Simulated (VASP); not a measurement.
# FeO (Fm-3m) in VASP: notebook

FeO is run at these levels: PBE+U; tasks: single point.

Program: VASP 6.6.1. These are calculated values, not measurements. Logs are shortened: lines on timing, memory, paths and dates and some standing lists are left out, and cuts for length are marked.

## (1) The cell of the first run

It takes space group Fm-3m (No. 225, cubic). Conventional cell: a = 4.243 Å, b = 4.243 Å, c = 4.243 Å, α = 90.00°, β = 90.00°, γ = 90.00°. Within 2.8 Å of Fe (site symmetry m-3m) lie 6 O at 2.12 Å. Within 2.8 Å of O (site symmetry m-3m) lie 6 Fe at 2.12 Å.

## (2) Single point, PBE+U, collinear spin, zero start

The input, INCAR:

```
PREC     = Accurate       # precision mode
ENCUT    = 600            # plane-wave cutoff, eV
EDIFF    = 1E-6           # SCF threshold, eV
ISMEAR   = -1             # smearing method
SIGMA    = 0.1            # smearing width, eV
LREAL    = False          # projectors in reciprocal space
LASPH    = True           # aspherical terms in the spheres
NELM     = 200            # most SCF steps
ALGO     = Normal         # electronic algorithm
ISIF     = 2              # what is computed and relaxed
LWAVE    = False          # write WAVECAR
LCHARG   = True           # write CHGCAR
ISPIN    = 2              # spin polarisation
MAGMOM   = 0 0            # initial moments
LORBIT   = 11             # projections on sites
LMAXMIX  = 4              # l up to which the mixer works
LDAU     = True           # DFT+U
LDAUTYPE = 2            
LDAUL    = 2 -1           # shell
LDAUU    = 5 0            # U, eV
LDAUJ    = 0 0          
LDAUPRINT= 1            
GGA      = PE             # functional
LELF     = True           # ELF
LVHAR    = True         
NBANDS   = 18             # bands
GGA_COMPAT= False
```

The input, KPOINTS:

```
Automatic mesh
0
Gamma
  4 4 4
```

The input, POSCAR:

```
FeO
1.0
    0.0000000000      2.1217000000      2.1217000000
    2.1217000000      0.0000000000      2.1217000000
    2.1217000000      2.1217000000      0.0000000000
Fe O
1 1
Direct
    0.0000000000      0.0000000000      0.0000000000
    0.5000000000      0.5000000000      0.5000000000
```

Potentials or basis: VASP PAW PBE potentials, release 64 (Fe, O).

Run with:

```console
$ cat potpaw_PBE.64/Fe/POTCAR potpaw_PBE.64/O/POTCAR > POTCAR
$ mpirun -np 1 vasp_std > vasp.out
```

OUTCAR:

```text
PREC = Accurate
   ENCUT = 600
   EDIFF = 1E-6
   ISMEAR = -1
   LREAL = False
   LASPH = True
   NELM = 200
   ISIF = 2
   ISPIN = 2
   LORBIT = 11
   GGA = PE

 ion  position               nearest neighbor table
   1  0.000  0.000  0.000-   2 2.12   2 2.12   2 2.12   2 2.12   2 2.12   2 2.12
   2  0.500  0.500  0.500-   1 2.12   1 2.12   1 2.12   1 2.12   1 2.12   1 2.12

  LATTYP: Found a face centered cubic cell.
 ALAT       =     4.2434000000

  Lattice vectors:

 A1 = (   0.0000000000,   2.1217000000,   2.1217000000)
 A2 = (   2.1217000000,   0.0000000000,   2.1217000000)
 A3 = (   2.1217000000,   2.1217000000,   0.0000000000)

Analysis of symmetry for initial positions (statically):
=====================================================================
 Subroutine PRICEL returns:
 Original cell was already a primitive cell.

 Routine SETGRP: Setting up the symmetry group for a
 face centered cubic supercell.

 Subroutine GETGRP returns: Found 48 space group operations
 (whereof 48 operations were pure point group operations)
 out of a pool of 48 trial point group operations.

The static configuration has the point symmetry O_h .

Analysis of symmetry for dynamics (positions and initial velocities):
=====================================================================
 Subroutine PRICEL returns:
 Original cell was already a primitive cell.

 Routine SETGRP: Setting up the symmetry group for a
 face centered cubic supercell.

 Subroutine GETGRP returns: Found 48 space group operations
 (whereof 48 operations were pure point group operations)
 out of a pool of 48 trial point group operations.

The dynamic configuration has the point symmetry O_h .

Analysis of structural, dynamic, and magnetic symmetry:
=====================================================================
 Subroutine PRICEL returns:
 Original cell was already a primitive cell.

 Routine SETGRP: Setting up the symmetry group for a
 face centered cubic supercell.

 Subroutine GETGRP returns: Found 48 space group operations
 (whereof 48 operations were pure point group operations)
 out of a pool of 48 trial point group operations.

The overall configuration has the point symmetry O_h .

 Subroutine INISYM returns: Found 48 space group operations
 (whereof 48 operations are pure point group operations),
 and found     1 'primitive' translations

----------------------------------------------------------------------------------------

                                     Primitive cell

  volume of cell :      19.1021

  direct lattice vectors                    reciprocal lattice vectors
     0.000000000  2.121700000  2.121700000    -0.235660084  0.235660084  0.235660084
     2.121700000  0.000000000  2.121700000     0.235660084 -0.235660084  0.235660084
     2.121700000  2.121700000  0.000000000     0.235660084  0.235660084 -0.235660084

  length of vectors
     3.000536915  3.000536915  3.000536915     0.408175239  0.408175239  0.408175239

  position of ions in fractional coordinates (direct lattice)
     0.000000000  0.000000000  0.000000000
     0.500000000  0.500000000  0.500000000

  ion indices of the primitive-cell ions
   primitive index   ion index
                 1           1
                 2           2

----------------------------------------------------------------------------------------

 KPOINTS: Automatic mesh

Automatic generation of k-mesh.
 Grid dimensions read from file:
 generate k-points for:    4    4    4

 Generating k-lattice:

[... 55 lines left out ...]
   NELECT =      14.0000    total number of electrons
   NUPDOWN=      -1.0000    fix difference up-down
   EMIN   =  10.00;   EMAX   =-10.00  energy-range for DOS
   EFERMI =   0.00;   METHOD = LEGACY
   ISMEAR =    -1;   SIGMA  =   0.10  broadening in eV -4-tet -1-fermi 0-gaus
   EFERMI_NEDOS =   21; number of points for ismear=-14 and -15
   IALGO  =     38    algorithm
   IMIX   =      4    mixing-type and parameters
     AMIX     =   0.40;   BMIX     =  1.00
     AMIX_MAG =   1.60;   BMIX_MAG =  1.00
  volume/ion in A,a.u.               =       9.55        64.45
  Fermi-wavevector in a.u.,A,eV,Ry     =   1.476013  2.789260 29.641851  2.178615
  Thomas-Fermi vector in A             =   2.590592
   LORBIT       =     11    0 simple, 1 ext, 2 COOP (PROOUT), +10 PAW based schemes
 LDA+U is selected, type is set to LDAUTYPE =  2
   angular momentum for each species LDAUL =     2   -1
   U (eV)           for each species LDAUU =   5.0  0.0
   J (eV)           for each species LDAUJ =   0.0  0.0
   GGA     = PE    functional components
   LHFCALC =     F    Hartree Fock is set to
   AEXX    =    0.0000 exact exchange contribution
   IVDW    =     0    specifies the selected vdW correction
   LEPSILON=     F    determine dielectric tensor
   LRPA    =     F    only Hartree local field effects (RPA)
 spin polarized calculation
  energy-cutoff  :      600.00
  volume of cell :       19.10
 maximum number of plane-waves:       648
   NGX = 11   NGY = 11   NGZ = 11

 number of electron      13.9999997 magnetization       0.0000034

atom =   1  type =  1  l = 2

 onsite density matrix

spin component  1

  0.9672 -0.0000  0.0000 -0.0000 -0.0000
 -0.0000  0.9672  0.0000 -0.0000  0.0000
  0.0000  0.0000  0.1336  0.0000  0.0000
 -0.0000 -0.0000  0.0000  0.9672 -0.0000
 -0.0000  0.0000  0.0000 -0.0000  0.1336

spin component  2

  0.9672 -0.0000  0.0000 -0.0000 -0.0000
 -0.0000  0.9672  0.0000 -0.0000  0.0000
  0.0000  0.0000  0.1336  0.0000  0.0000
 -0.0000 -0.0000  0.0000  0.9672 -0.0000
 -0.0000  0.0000  0.0000 -0.0000  0.1336

 occupancies and eigenvectors

  o =  0.1336  v =  0.0000 -0.0000  0.9953  0.0000 -0.0964  0.0000  0.0000  0.0000  0.0000  0.0000      0.0000  0.0000  0.0000  0.0000  0.0000  0.0000  0.0000  0.0000  0.0000  0.0000
  o =  0.1336  v =  0.0000  0.0000  0.0964  0.0000  0.9953  0.0000  0.0000  0.0000  0.0000  0.0000      0.0000  0.0000  0.0000  0.0000  0.0000  0.0000  0.0000  0.0000  0.0000  0.0000
  o =  0.1336  v =  0.0000  0.0000  0.0000  0.0000  0.0000  0.0000 -0.0000  0.9710 -0.0000 -0.2391      0.0000  0.0000  0.0000  0.0000  0.0000  0.0000  0.0000  0.0000  0.0000  0.0000
  o =  0.1336  v =  0.0000  0.0000  0.0000  0.0000  0.0000  0.0000 -0.0000 -0.2391  0.0000 -0.9710      0.0000  0.0000  0.0000  0.0000  0.0000  0.0000  0.0000  0.0000  0.0000  0.0000
  o =  0.9672  v =  0.0000  0.0000  0.0000  0.0000  0.0000  0.0000 -0.9449 -0.0000 -0.3273  0.0000      0.0000  0.0000  0.0000  0.0000  0.0000  0.0000  0.0000  0.0000  0.0000  0.0000
  o =  0.9672  v =  0.0000  0.0000  0.0000  0.0000  0.0000  0.0000 -0.3273  0.0000  0.9449  0.0000      0.0000  0.0000  0.0000  0.0000  0.0000  0.0000  0.0000  0.0000  0.0000  0.0000
  o =  0.9672  v =  0.0000  0.0000  0.0000  0.0000  0.0000  1.0000  0.0000  0.0000  0.0000  0.0000      0.0000  0.0000  0.0000  0.0000  0.0000  0.0000  0.0000  0.0000  0.0000  0.0000
  o =  0.9672  v =  0.0000 -0.9970 -0.0000 -0.0774  0.0000  0.0000  0.0000  0.0000  0.0000  0.0000      0.0000  0.0000  0.0000  0.0000  0.0000  0.0000  0.0000  0.0000  0.0000  0.0000
  o =  0.9672  v =  0.0000 -0.0774 -0.0000  0.9970 -0.0000  0.0000  0.0000  0.0000  0.0000  0.0000      0.0000  0.0000  0.0000  0.0000  0.0000  0.0000  0.0000  0.0000  0.0000  0.0000
  o =  0.9672  v =  1.0000  0.0000  0.0000  0.0000  0.0000  0.0000  0.0000  0.0000  0.0000  0.0000      0.0000  0.0000  0.0000  0.0000  0.0000  0.0000  0.0000  0.0000  0.0000  0.0000

 number of electron      13.9999997 magnetization      -0.0000071

 Free energy of the ion-electron system (eV)
  ---------------------------------------------------
  ext. energy  EPLUGINS =         0.00000000
  ---------------------------------------------------
  free energy    TOTEN  =       -11.40349934 eV

  energy without entropy =      -11.40349878  energy(sigma->0) =      -11.40349906

 E-fermi :   5.4060     XC(G=0): -12.4107

 val. band max:        3.8927583115   @ k =   0.5000   0.0000   0.0000
 cond. band min:       6.7032852333   @ k =   0.0000   0.0000   0.0000
 fundamental gap:      2.8105269219
 Fermi energy:         5.4060143131

 spin component 1

 k-point     1 :       0.0000    0.0000    0.0000
  band No.  band energies     occupation
      1     -14.4675      1.00000
      2       2.2289      1.00000
      3       2.2296      1.00000
      4       2.2300      1.00000
      5       2.6363      1.00000
      6       2.6363      1.00000
[... 144 lines left out ...]
      4       0.4711      1.00000
      5       3.2783      1.00000
      6       3.2788      1.00000
[... 10 lines left out ...]
     17      37.1568      0.00000
     18      37.2526      0.00000
 Fermi energy:         5.4060143131

 spin component 2

 k-point     1 :       0.0000    0.0000    0.0000
  band No.  band energies     occupation
      1     -14.4675      1.00000
      2       2.2289      1.00000
      3       2.2295      1.00000
      4       2.2299      1.00000
      5       2.6364      1.00000
      6       2.6364      1.00000
[... 145 lines left out ...]
      5       3.2783      1.00000
      6       3.2788      1.00000
[... 10 lines left out ...]
     17      37.1568      0.00000
     18      37.2526      0.00000

------------------------ aborting loop because EDIFF is reached ----------------------------------------

  FORCE on cell =-STRESS in cart. coord.  units (eV):
  Direction    XX          YY          ZZ          XY          YZ          ZX
  --------------------------------------------------------------------------------------
  -------------------------------------------------------------------------------------
  Total       -1.2308629     -1.2308629     -1.2308629      0.0000000     -0.0000000      0.0000000
  in kB     -103.2377051   -103.2377051   -103.2377051      0.0000000     -0.0000000      0.0000000
  external PRESSURE =    -103.2377051 kB  Pullay stress =       0.0000000 kB

 VOLUME and BASIS-vectors are now :
 -----------------------------------------------------------------------------
  energy-cutoff  :      600.00
  volume of cell :       19.10
      direct lattice vectors                 reciprocal lattice vectors
     0.000000000  2.121700000  2.121700000    -0.235660084  0.235660084  0.235660084
     2.121700000  0.000000000  2.121700000     0.235660084 -0.235660084  0.235660084
     2.121700000  2.121700000  0.000000000     0.235660084  0.235660084 -0.235660084

 POSITION                                       TOTAL-FORCE (eV/Angst)
 -----------------------------------------------------------------------------------
      0.00000      0.00000      0.00000         0.000000      0.000000      0.000000
      2.12170      2.12170      2.12170        -0.000000     -0.000000     -0.000000
 -----------------------------------------------------------------------------------
    total drift:                                0.000000     -0.000000     -0.000000

  FREE ENERGIE OF THE ION-ELECTRON SYSTEM (eV)
  ---------------------------------------------------
  free  energy   TOTEN  =       -11.4034993375 eV

  energy  without entropy=      -11.4034987766  energy(sigma->0) =      -11.40349906

 total charge

# of ion       s       p       d       tot
------------------------------------------
    1        0.280   0.363   6.310   6.954
    2        1.535   3.473   0.000   5.008
--------------------------------------------------
tot          1.815   3.836   6.310  11.961

 magnetization (x)

# of ion       s       p       d       tot
------------------------------------------
    1       -0.000  -0.000  -0.000  -0.000
    2       -0.000   0.000   0.000   0.000
--------------------------------------------------
tot         -0.000   0.000  -0.000  -0.000
```

Run time: 18 s. Hardware: 1 thread of Intel Xeon Platinum 8488C (Sapphire Rapids), shared host; peak memory 0.15 GiB.

What came out:

```
Free energy                                           : -11.4035 eV
Pressure                                              : -10.3 GPa
Band gap on the k mesh                                : 2.81 eV, indirect (least direct gap 3.23 eV)
Net moment                                            : 0.00 μB per cell
Valence electrons inside the program's atomic spheres : Fe 6.95; O 5.01
```

Levels at points of the mesh, in eV from the valence-band top:
Spin up:
```
           k point  band 3  band 4  band 5  band 6  band 7  band 8  band 9  band 10  band 11  band 12
(0.00, 0.00, 0.00)   -1.66   -1.66   -1.26   -1.26   -1.26    2.81    2.81     3.57    18.69    19.04
(0.50, 0.00, 0.00)   -3.23   -3.23   -0.43   -0.43    0.00    5.26    5.27     7.36    11.98    16.19
(0.50, 0.50, 0.00)   -2.70   -2.42   -2.42   -0.42   -0.42    3.34    3.77     9.17    12.09    13.10
```
Spin down:
| k point | band 4 | band 5 | band 6 | band 7 | band 8 | band 9 | band 10 | band 11 |
| --- | --- | --- | --- | --- | --- | --- | --- | --- |
| (0.00, 0.00, 0.00) | -1.66 | -1.26 | -1.26 | -1.26 | 2.81 | 2.81 | 3.57 | 18.69 |
| (0.50, 0.00, 0.00) | -3.23 | -0.43 | -0.43 | 0.00 | 5.26 | 5.27 | 7.36 | 11.98 |
| (0.50, 0.50, 0.00) | -2.42 | -2.42 | -0.42 | -0.42 | 3.34 | 3.77 | 9.17 | 12.09 |

Eigenvalues of the final occupation matrices:
| site | spin | trace | eigenvalues |
| --- | --- | --- | --- |
| site 1 d | 1 | 3.17 | 0.13 0.13 0.97 0.97 0.97 |
| site 1 d | 2 | 3.17 | 0.13 0.13 0.97 0.97 0.97 |

Caveat: the k points lie up to 0.64 Å⁻¹ apart. A k mesh can miss the band edges.

## (3) Single point, PBE+U, collinear spin, zero start

The input, INCAR:

```
SYSTEM = FeO
PREC     = Accurate       ! precision mode
ENCUT    = 600            ! plane-wave cutoff, eV
EDIFF    = 1E-6           ! SCF threshold, eV
ISMEAR   = -1             ! smearing method
SIGMA    = 0.1            ! smearing width, eV
LREAL    = .FALSE.        ! projectors in reciprocal space
LASPH    = .TRUE.         ! aspherical terms in the spheres
NELM     = 200            ! most SCF steps
ALGO     = Normal         ! electronic algorithm
ISIF     = 2              ! what is computed and relaxed
LWAVE    = .FALSE.        ! write WAVECAR
LCHARG   = .FALSE.        ! write CHGCAR
ISPIN    = 2              ! spin polarisation
MAGMOM   = 0 0            ! initial moments
LORBIT   = 11             ! projections on sites
LMAXMIX  = 4              ! l up to which the mixer works
LDAU     = .TRUE.         ! DFT+U
LDAUTYPE = 2            
LDAUL    = 2 -1           ! shell
LDAUU    = 5 0            ! U, eV
LDAUJ    = 0 0          
LDAUPRINT= 1            
GGA      = PE             ! functional
NBANDS   = 18             ! bands
GGA_COMPAT= .FALSE.
```

The input, KPOINTS:

```
regular mesh
0
G
  4 4 4
  0 0 0
```

POSCAR is that of step 2.

Potentials or basis: VASP PAW PBE potentials, release 64 (Fe, O).

Run with:

```console
$ cat potpaw_PBE.64/Fe/POTCAR potpaw_PBE.64/O/POTCAR > POTCAR
$ mpirun -np 1 vasp_std > vasp.out
```

Run time: 16 s. Hardware: 1 thread of Intel Xeon Platinum 8488C (Sapphire Rapids), shared host; peak memory 0.15 GiB.

It converged, with:

```yaml
Free_energy: -11.4035 eV
Pressure: -10.3 GPa
Band_gap_on_the_k_mesh: 2.81 eV, indirect (least direct gap 3.23 eV)
Net_moment: 0.00 μB per cell
Valence_electrons_inside_the_program's_atomic_spheres: Fe 6.95; O 5.01
```

Levels at points of the mesh, in eV from the valence-band top:
Spin up:
```csv
k point,band 4,band 5,band 6,band 7,band 8,band 9,band 10,band 11
"(0.00, 0.00, 0.00)",-1.66,-1.26,-1.26,-1.26,2.81,2.81,3.57,18.69
"(0.50, 0.00, 0.00)",-3.23,-0.43,-0.43,0.00,5.26,5.27,7.36,11.98
"(0.50, 0.50, 0.00)",-2.42,-2.42,-0.42,-0.42,3.34,3.77,9.17,12.09
```
Spin down:
| k point | band 3 | band 4 | band 5 | band 6 | band 7 | band 8 | band 9 | band 10 | band 11 | band 12 |
| --- | --- | --- | --- | --- | --- | --- | --- | --- | --- | --- |
| (0.00, 0.00, 0.00) | -1.66 | -1.66 | -1.26 | -1.26 | -1.26 | 2.81 | 2.81 | 3.57 | 18.69 | 19.04 |
| (0.50, 0.00, 0.00) | -3.23 | -3.23 | -0.43 | -0.43 | 0.00 | 5.26 | 5.27 | 7.36 | 11.98 | 16.19 |
| (0.50, 0.50, 0.00) | -2.70 | -2.42 | -2.42 | -0.42 | -0.42 | 3.34 | 3.77 | 9.17 | 12.09 | 13.10 |

Eigenvalues of the final occupation matrices:
```tsv
site	spin	trace	eigenvalues
site 1 d	1	3.17	0.13 0.13 0.97 0.97 0.97
site 1 d	2	3.17	0.13 0.13 0.97 0.97 0.97
```

Caveat: the k points lie up to 0.64 Å⁻¹ apart.
